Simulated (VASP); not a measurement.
# YV (P4/mmm) in VASP: a series of runs

The runs below take YV through single point, with PBE.

All numbers are computed with VASP 6.6.1; they aren't measurements. Logs are shortened: lines on timing, memory, paths and dates and some standing lists are left out, and cuts for length are marked.

## Step 1: The cell of the first run

The typed cell holds 2 atoms: a = 3.615 Å, b = 3.615 Å, c = 3.616 Å, α = 90.00°, β = 90.00°, γ = 90.00°.

## Step 2: Single point, PBE, collinear spin, ferromagnetic start

INCAR reads:

```
SYSTEM = YV
PREC = Accurate
ENCUT = 520
EDIFF = 1E-6
ISMEAR = 0
SIGMA = 0.1
LREAL = .False.
LASPH = .True.
NELM = 150
ALGO = Normal
ISIF = 2
LWAVE = .False.
LCHARG = .False.
ISPIN = 2
MAGMOM = 2 0
LORBIT = 11
LMAXMIX = 4
GGA = PE
NBANDS = 23
```

KPOINTS reads:

```
regular mesh
0
Gamma
  14 14 10
  0 0 0
```

POSCAR reads:

```
YV
1.0
    3.6152368082      0.0000000000      0.0000000000
    0.0000000000      3.6152368082      0.0000000000
    0.0000000000      0.0000000000      3.6164416475
V Y
1 1
Direct
    0.0000000000      0.0000000000      0.0000000000
    0.5000000000      0.5000000000      0.5000000000
```

Potentials or basis: VASP PAW PBE potentials, release 64 (V_sv, Y_sv).

The run is started by

```console
cat potpaw_PBE.64/V_sv/POTCAR potpaw_PBE.64/Y_sv/POTCAR > POTCAR
mpirun -np 1 vasp_std > vasp.out
```

OUTCAR:

```text
SYSTEM = YV
   PREC = Accurate
   ENCUT = 520
   EDIFF = 1E-6
   ISMEAR = 0
   LREAL = .False.
   LASPH = .True.
   NELM = 150
   ISIF = 2
   ISPIN = 2
   LORBIT = 11
   GGA = PE

 ion  position               nearest neighbor table
   1  0.000  0.000  0.000-   2 3.13   2 3.13   2 3.13   2 3.13   2 3.13   2 3.13   2 3.13   2 3.13

   2  0.500  0.500  0.500-   1 3.13   1 3.13   1 3.13   1 3.13   1 3.13   1 3.13   1 3.13   1 3.13

  LATTYP: Found a simple tetragonal cell.
 ALAT       =     3.6152368082
 C/A-ratio  =     1.0003332670

  Lattice vectors:

 A1 = (   3.6152368082,   0.0000000000,   0.0000000000)
 A2 = (   0.0000000000,   3.6152368082,   0.0000000000)
 A3 = (   0.0000000000,   0.0000000000,   3.6164416475)

Analysis of symmetry for initial positions (statically):
=====================================================================
 Subroutine PRICEL returns:
 Original cell was already a primitive cell.

 Routine SETGRP: Setting up the symmetry group for a
 simple tetragonal supercell.

 Subroutine GETGRP returns: Found 16 space group operations
 (whereof 16 operations were pure point group operations)
 out of a pool of 16 trial point group operations.

The static configuration has the point symmetry D_4h.

Analysis of symmetry for dynamics (positions and initial velocities):
=====================================================================
 Subroutine PRICEL returns:
 Original cell was already a primitive cell.

 Routine SETGRP: Setting up the symmetry group for a
 simple tetragonal supercell.

 Subroutine GETGRP returns: Found 16 space group operations
 (whereof 16 operations were pure point group operations)
 out of a pool of 16 trial point group operations.

The dynamic configuration has the point symmetry D_4h.

Analysis of structural, dynamic, and magnetic symmetry:
=====================================================================
 Subroutine PRICEL returns:
 Original cell was already a primitive cell.

 Routine SETGRP: Setting up the symmetry group for a
 simple tetragonal supercell.

 Subroutine GETGRP returns: Found 16 space group operations
 (whereof 16 operations were pure point group operations)
 out of a pool of 16 trial point group operations.

[... 117 lines left out ...]
   IALGO  =     38    algorithm
   IMIX   =      4    mixing-type and parameters
     AMIX     =   0.40;   BMIX     =  1.00
     AMIX_MAG =   1.60;   BMIX_MAG =  1.00
  volume/ion in A,a.u.               =      23.63       159.49
  Fermi-wavevector in a.u.,A,eV,Ry     =   1.306051  2.468079 23.208412  1.705770
  Thomas-Fermi vector in A             =   2.436879
   LORBIT       =     11    0 simple, 1 ext, 2 COOP (PROOUT), +10 PAW based schemes
   GGA     = PE    functional components
   LHFCALC =     F    Hartree Fock is set to
   AEXX    =    0.0000 exact exchange contribution
   IVDW    =     0    specifies the selected vdW correction
   LEPSILON=     F    determine dielectric tensor
   LRPA    =     F    only Hartree local field effects (RPA)
 spin polarized calculation
 Gauss-broadening in eV      SIGMA  =   0.10
  energy-cutoff  :      520.00
  volume of cell :       47.27
 maximum number of plane-waves:      1328
 NGX is ok and might be reduce to    28
   NGX = 13   NGY = 13   NGZ = 13

 number of electron      23.9999998 magnetization       3.5157697

 Free energy of the ion-electron system (eV)
  ---------------------------------------------------
  ext. energy  EPLUGINS =         0.00000000
  ---------------------------------------------------
  free energy    TOTEN  =       -14.53889225 eV

  energy without entropy =      -14.52545861  energy(sigma->0) =      -14.53217543

 E-fermi :   4.6421     XC(G=0): -10.4041

 val. band max:        4.6404623098   @ k =   0.4286   0.2143   0.5000
 cond. band min:       4.6468491575   @ k =   0.3571   0.1429   0.0000
 fundamental gap:      0.0063868477
 Fermi energy:         4.6420934653

 spin component 1

 k-point     1 :       0.0000    0.0000    0.0000
  band No.  band energies     occupation
      1     -59.8842      1.00000
      2     -37.3690      1.00000
      3     -33.7441      1.00000
      4     -33.7441      1.00000
      5     -33.7422      1.00000
      6     -17.2704      1.00000
[... 613 lines left out ...]
     22      15.0847      0.00000
     23      15.7218      0.00000

 [... further k-points ...]

 spin component 2

 k-point     1 :       0.0000    0.0000    0.0000
  band No.  band energies     occupation
      1     -57.5520      1.00000
      2     -37.2451      1.00000
      3     -31.4277      1.00000
      4     -31.4261      1.00000
      5     -31.4261      1.00000
      6     -17.1263      1.00000
[... 613 lines left out ...]
     22      15.9330      0.00000
     23      16.8840      0.00000

 [... further k-points ...]

------------------------ aborting loop because EDIFF is reached ----------------------------------------

  FORCE on cell =-STRESS in cart. coord.  units (eV):
  Direction    XX          YY          ZZ          XY          YZ          ZX
  --------------------------------------------------------------------------------------
  -------------------------------------------------------------------------------------
  Total       -0.0115742     -0.0115742     -0.0125429      0.0000000      0.0000000     -0.0000000
  in kB       -0.3923266     -0.3923266     -0.4251620      0.0000000      0.0000000     -0.0000000
  external PRESSURE =      -0.4032717 kB  Pullay stress =       0.0000000 kB

 VOLUME and BASIS-vectors are now :
 -----------------------------------------------------------------------------
  energy-cutoff  :      520.00
  volume of cell :       47.27
      direct lattice vectors                 reciprocal lattice vectors
     3.615236808  0.000000000  0.000000000     0.276607053  0.000000000  0.000000000
     0.000000000  3.615236808  0.000000000     0.000000000  0.276607053  0.000000000
     0.000000000  0.000000000  3.616441647     0.000000000  0.000000000  0.276514900

 POSITION                                       TOTAL-FORCE (eV/Angst)
 -----------------------------------------------------------------------------------
      0.00000      0.00000      0.00000         0.000000      0.000000      0.000000
      1.80762      1.80762      1.80822         0.000000      0.000000      0.000000
 -----------------------------------------------------------------------------------
    total drift:                               -0.000000      0.000000      0.000000

  FREE ENERGIE OF THE ION-ELECTRON SYSTEM (eV)
  ---------------------------------------------------
  free  energy   TOTEN  =       -14.5388922522 eV

  energy  without entropy=      -14.5254586098  energy(sigma->0) =      -14.53217543

 total charge

# of ion       s       p       d       f       tot
--------------------------------------------------
    1        2.281   6.092   3.001   0.000  11.374
    2        2.278   6.311   1.019   0.022   9.630
--------------------------------------------------
tot          4.558  12.403   4.020   0.022  21.004

 magnetization (x)

# of ion       s       p       d       f       tot
--------------------------------------------------
    1        0.027   0.052   2.378   0.000   2.457
    2       -0.012   0.149   0.217   0.015   0.369
--------------------------------------------------
tot          0.015   0.201   2.595   0.015   2.826
```

OSZICAR:

```text
N       E                     dE             d eps       ncg     rms          rms(c)
DAV:   1     0.182355817118E+03    0.18236E+03   -0.12003E+04 19896   0.106E+03
DAV:   2    -0.730926878670E+01   -0.18967E+03   -0.18461E+03 22098   0.319E+02
DAV:   3    -0.156618401599E+02   -0.83526E+01   -0.82078E+01 35556   0.559E+01
DAV:   4    -0.158736944153E+02   -0.21185E+00   -0.21147E+00 22092   0.562E+00
DAV:   5    -0.158757885165E+02   -0.20941E-02   -0.20938E-02 24612   0.564E-01    0.408E+01
DAV:   6    -0.180104602205E+02   -0.21347E+01   -0.38363E+01 20747   0.288E+01    0.226E+01
DAV:   7    -0.150018901278E+02    0.30086E+01   -0.47183E+01 21461   0.292E+01    0.184E+01
DAV:   8    -0.144613570515E+02    0.54053E+00   -0.23089E+00 22001   0.837E+00    0.639E+00
DAV:   9    -0.145295616935E+02   -0.68205E-01   -0.66370E-02 25701   0.132E+00    0.330E+00
DAV:  10    -0.145374388627E+02   -0.78772E-02   -0.95300E-02 24874   0.118E+00    0.137E+00
DAV:  11    -0.145329823263E+02    0.44565E-02   -0.23747E-02 22167   0.823E-01    0.162E+00
DAV:  12    -0.145381536076E+02   -0.51713E-02   -0.54373E-03 21293   0.510E-01    0.370E-01
DAV:  13    -0.145388976311E+02   -0.74402E-03   -0.16407E-03 22597   0.133E-01    0.218E-01
DAV:  14    -0.145388597354E+02    0.37896E-04   -0.56464E-05 22196   0.436E-02    0.789E-02
DAV:  15    -0.145388903543E+02   -0.30619E-04   -0.11446E-04 23170   0.454E-02    0.253E-02
DAV:  16    -0.145388918691E+02   -0.15148E-05   -0.39735E-06 22374   0.122E-02    0.103E-02
DAV:  17    -0.145388922522E+02   -0.38314E-06   -0.27971E-07 11476   0.388E-03
   1 F= -.14538892E+02 E0= -.14532175E+02  d E =-.134336E-01  mag=     3.5142
```

Wall time 6.5 min (1 thread of Intel Xeon Platinum 8259CL at 2.50GHz (Skylake/Cascade Lake), shared host); peak memory 0.49 GiB.

Results:

- Free energy: -14.5389 eV
- Pressure: 0.0 GPa
- Net moment: 3.52 μB per cell
- Site moments: V +2.46; Y +0.37 μB
- Valence electrons inside the program's atomic spheres: V 11.37; Y 9.63

## Step 3: Single point, PBE, collinear spin, ferromagnetic start

INCAR reads:

```
  ALGO = Normal
  EDIFF = 1E-6
  ENCUT = 520
  GGA = PE
  ISIF = 2
  ISMEAR = 0
  ISPIN = 2
  LASPH = T
  LCHARG = T
  LELF = T
  LMAXMIX = 4
  LORBIT = 11
  LREAL = F
  LVHAR = T
  LWAVE = F
  MAGMOM = 2.37 0
  NBANDS = 23
  NELM = 150
  PREC = Accurate
  SIGMA = 0.1
```

KPOINTS reads:

```
k-points
0
Gamma
  14 14 10
```

POSCAR is that of step 2.

Potentials or basis: VASP PAW PBE potentials, release 64 (V_sv, Y_sv).

The run is started by

```console
cat potpaw_PBE.64/V_sv/POTCAR potpaw_PBE.64/Y_sv/POTCAR > POTCAR
mpirun -np 1 vasp_std > vasp.out
```

Run time: 7.2 min. Hardware: 1 thread of Intel Xeon Platinum 8259CL at 2.50GHz (Skylake/Cascade Lake), shared host; peak memory 0.49 GiB.

It converged, with:

- Free energy: -14.5389 eV
- Pressure: 0.0 GPa
- Net moment: 3.52 μB per cell
- Site moments: V +2.46; Y +0.37 μB
- Valence electrons inside the program's atomic spheres: V 11.37; Y 9.63

Levels at points of the mesh, in eV from the Fermi level:
Spin up:
```tsv
k point	band 12	band 13	band 14	band 15	band 16	band 17
(0.00, 0.00, 0.00)	-0.14	-0.14	-0.14	2.56	2.57	5.13
(0.50, 0.00, 0.00)	-0.27	-0.27	0.16	0.82	1.32	2.11
(0.50, 0.50, 0.00)	-0.97	0.81	0.81	1.06	1.25	2.80
(0.00, 0.00, 0.50)	-0.27	-0.27	0.16	0.82	1.33	2.12
(0.50, 0.00, 0.50)	-0.97	0.81	0.82	1.07	1.25	2.80
(0.50, 0.50, 0.50)	-0.95	-0.95	-0.95	1.10	1.10	4.12
```
Spin down:
| k point | band 8 | band 9 | band 10 | band 11 | band 12 | band 13 |
| --- | --- | --- | --- | --- | --- | --- |
| (0.00, 0.00, 0.00) | -21.77 | -4.70 | -1.11 | -1.10 | 2.16 | 2.16 |
| (0.50, 0.00, 0.00) | -21.75 | -1.99 | -1.42 | 0.73 | 0.95 | 2.17 |
| (0.50, 0.50, 0.00) | -21.72 | -1.85 | -1.02 | 0.91 | 0.91 | 1.68 |
| (0.00, 0.00, 0.50) | -21.75 | -1.99 | -1.42 | 0.73 | 0.95 | 2.17 |
| (0.50, 0.00, 0.50) | -21.72 | -1.84 | -1.02 | 0.91 | 0.91 | 1.67 |
| (0.50, 0.50, 0.50) | -22.00 | -0.22 | -0.21 | -0.21 | 1.11 | 1.11 |

## Step 4: Single point, PBE

INCAR reads:

```
SYSTEM = YV
PREC = Accurate
ENCUT = 520
EDIFF = 1E-6
ISMEAR = 0
SIGMA = 0.1
LREAL = .FALSE.
LASPH = .TRUE.
NELM = 100
ALGO = Normal
ISIF = 2
LWAVE = .FALSE.
LCHARG = .FALSE.
GGA = PE
NBANDS = 19
```

KPOINTS reads:

```
Automatic mesh
0
G
  14 14 10
  0 0 0
```

POSCAR is that of step 3.

Potentials or basis: VASP PAW PBE potentials, release 64 (V_sv, Y_sv).

The run is started by

```console
cat potpaw_PBE.64/V_sv/POTCAR potpaw_PBE.64/Y_sv/POTCAR > POTCAR
mpirun -np 1 vasp_std > vasp.out
```

OUTCAR:

```text
SYSTEM = YV
   PREC = Accurate
   ENCUT = 520
   EDIFF = 1E-6
   ISMEAR = 0
   LREAL = .FALSE.
   LASPH = .TRUE.
   NELM = 100
   ISIF = 2
   GGA = PE

 ion  position               nearest neighbor table
   1  0.000  0.000  0.000-   2 3.13   2 3.13   2 3.13   2 3.13   2 3.13   2 3.13   2 3.13   2 3.13

   2  0.500  0.500  0.500-   1 3.13   1 3.13   1 3.13   1 3.13   1 3.13   1 3.13   1 3.13   1 3.13

  LATTYP: Found a simple tetragonal cell.
 ALAT       =     3.6152368082
 C/A-ratio  =     1.0003332670

  Lattice vectors:

 A1 = (   3.6152368082,   0.0000000000,   0.0000000000)
 A2 = (   0.0000000000,   3.6152368082,   0.0000000000)
 A3 = (   0.0000000000,   0.0000000000,   3.6164416475)

Analysis of symmetry for initial positions (statically):
=====================================================================
 Subroutine PRICEL returns:
 Original cell was already a primitive cell.

 Routine SETGRP: Setting up the symmetry group for a
 simple tetragonal supercell.

 Subroutine GETGRP returns: Found 16 space group operations
 (whereof 16 operations were pure point group operations)
 out of a pool of 16 trial point group operations.

The static configuration has the point symmetry D_4h.

Analysis of symmetry for dynamics (positions and initial velocities):
=====================================================================
 Subroutine PRICEL returns:
 Original cell was already a primitive cell.

 Routine SETGRP: Setting up the symmetry group for a
 simple tetragonal supercell.

 Subroutine GETGRP returns: Found 16 space group operations
 (whereof 16 operations were pure point group operations)
 out of a pool of 16 trial point group operations.

The dynamic configuration has the point symmetry D_4h.

 Subroutine INISYM returns: Found 16 space group operations
 (whereof 16 operations are pure point group operations),
 and found     1 'primitive' translations

----------------------------------------------------------------------------------------

[... 111 lines left out ...]
     AMIX     =   0.40;   BMIX     =  1.00
     AMIX_MAG =   1.60;   BMIX_MAG =  1.00
  volume/ion in A,a.u.               =      23.63       159.49
  Fermi-wavevector in a.u.,A,eV,Ry     =   1.306051  2.468079 23.208412  1.705770
  Thomas-Fermi vector in A             =   2.436879
   LORBIT       =      0    0 simple, 1 ext, 2 COOP (PROOUT), +10 PAW based schemes
   GGA     = PE    functional components
   LHFCALC =     F    Hartree Fock is set to
   AEXX    =    0.0000 exact exchange contribution
   IVDW    =     0    specifies the selected vdW correction
   LEPSILON=     F    determine dielectric tensor
   LRPA    =     F    only Hartree local field effects (RPA)
 non-spin polarized calculation
 Gauss-broadening in eV      SIGMA  =   0.10
  energy-cutoff  :      520.00
  volume of cell :       47.27
 maximum number of plane-waves:      1328
 NGX is ok and might be reduce to    28
   NGX = 13   NGY = 13   NGZ = 13

 number of electron      23.9999999 magnetization

 Free energy of the ion-electron system (eV)
  ---------------------------------------------------
  ext. energy  EPLUGINS =         0.00000000
  ---------------------------------------------------
  free energy    TOTEN  =       -13.97314378 eV

  energy without entropy =      -13.93959983  energy(sigma->0) =      -13.95637180

 E-fermi :   4.6132     XC(G=0): -10.4626

 val. band max:        4.6075550696   @ k =   0.5000   0.2857   0.4000
 cond. band min:       4.6167186404   @ k =   0.5000   0.0000   0.3000
 fundamental gap:      0.0091635708
 Fermi energy:         4.6131870455

 k-point     1 :       0.0000    0.0000    0.0000
  band No.  band energies     occupation
      1     -59.4839      2.00000
      2     -37.2067      2.00000
      3     -33.3180      2.00000
      4     -33.3180      2.00000
      5     -33.3164      2.00000
      6     -17.1027      2.00000
[... 505 lines left out ...]
      6     -17.3419      2.00000
[... 11 lines left out ...]
     18       8.0708      0.00000
     19       9.6038      0.00000

 [... further k-points ...]

------------------------ aborting loop because EDIFF is reached ----------------------------------------

  FORCE on cell =-STRESS in cart. coord.  units (eV):
  Direction    XX          YY          ZZ          XY          YZ          ZX
  --------------------------------------------------------------------------------------
  -------------------------------------------------------------------------------------
  Total       -1.5793845     -1.5793845     -1.5769273      0.0000000     -0.0000000      0.0000000
  in kB      -53.5356993    -53.5356993    -53.4524088      0.0000000     -0.0000000      0.0000000
  external PRESSURE =     -53.5079358 kB  Pullay stress =       0.0000000 kB

 VOLUME and BASIS-vectors are now :
 -----------------------------------------------------------------------------
  energy-cutoff  :      520.00
  volume of cell :       47.27
      direct lattice vectors                 reciprocal lattice vectors
     3.615236808  0.000000000  0.000000000     0.276607053  0.000000000  0.000000000
     0.000000000  3.615236808  0.000000000     0.000000000  0.276607053  0.000000000
     0.000000000  0.000000000  3.616441647     0.000000000  0.000000000  0.276514900

 POSITION                                       TOTAL-FORCE (eV/Angst)
 -----------------------------------------------------------------------------------
      0.00000      0.00000      0.00000         0.000000      0.000000      0.000000
      1.80762      1.80762      1.80822         0.000000      0.000000      0.000000
 -----------------------------------------------------------------------------------
    total drift:                               -0.000000      0.000000      0.000000

  FREE ENERGIE OF THE ION-ELECTRON SYSTEM (eV)
  ---------------------------------------------------
  free  energy   TOTEN  =       -13.9731437822 eV

  energy  without entropy=      -13.9395998270  energy(sigma->0) =      -13.95637180
```

OSZICAR:

```text
N       E                     dE             d eps       ncg     rms          rms(c)
DAV:   1     0.181667485877E+03    0.18167E+03   -0.12488E+04  8216   0.128E+03
DAV:   2    -0.686265104986E+01   -0.18853E+03   -0.18563E+03  8507   0.371E+02
DAV:   3    -0.158967186858E+02   -0.90341E+01   -0.88568E+01 14849   0.653E+01
DAV:   4    -0.161185141924E+02   -0.22180E+00   -0.22088E+00  9753   0.723E+00
DAV:   5    -0.161231645045E+02   -0.46503E-02   -0.46494E-02 10886   0.861E-01    0.415E+01
DAV:   6    -0.192494572942E+02   -0.31263E+01   -0.70592E+01  8793   0.395E+01    0.216E+01
DAV:   7    -0.148547862162E+02    0.43947E+01   -0.78108E+01  9336   0.389E+01    0.198E+01
DAV:   8    -0.139759941720E+02    0.87879E+00   -0.43144E+00  9257   0.114E+01    0.515E+00
DAV:   9    -0.139748867194E+02    0.11075E-02   -0.72447E-02 11522   0.146E+00    0.356E+00
DAV:  10    -0.139761164512E+02   -0.12297E-02   -0.67284E-03  9455   0.484E-01    0.253E+00
DAV:  11    -0.139731863121E+02    0.29301E-02   -0.20426E-02  8974   0.113E+00    0.336E-01
DAV:  12    -0.139732280837E+02   -0.41772E-04   -0.11047E-03 10300   0.137E-01    0.153E-01
DAV:  13    -0.139731547556E+02    0.73328E-04   -0.32928E-04  8910   0.134E-01    0.743E-02
DAV:  14    -0.139731439059E+02    0.10850E-04   -0.92442E-05 10932   0.479E-02    0.262E-02
DAV:  15    -0.139731437822E+02    0.12370E-06   -0.14947E-06  6912   0.894E-03
   1 F= -.13973144E+02 E0= -.13956372E+02  d E =-.335440E-01
```

stdout:

```text
POSCAR found type information on POSCAR V Y
 POSCAR found :  2 types and       2 ions
 scaLAPACK will be used
 LDA part: xc-table for (Slater+PW92), standard interpolation
 POSCAR, INCAR and KPOINTS ok, starting setup
 FFT: planning ... GRIDC
 FFT: planning ... GRID_SOFT
 FFT: planning ... GRID
 WAVECAR not read
 entering main loop
```

Run time: 2.6 min. Hardware: 1 thread of Intel Xeon Platinum 8259CL at 2.50GHz (Skylake/Cascade Lake), shared host; peak memory 0.34 GiB.

What came out:

```
Free energy            : -13.9731 eV
Pressure               : -5.4 GPa
Band gap on the k mesh : zero (band 12 reaches 5.15 eV, above the bottom of band 13 at 4.31 eV)
```
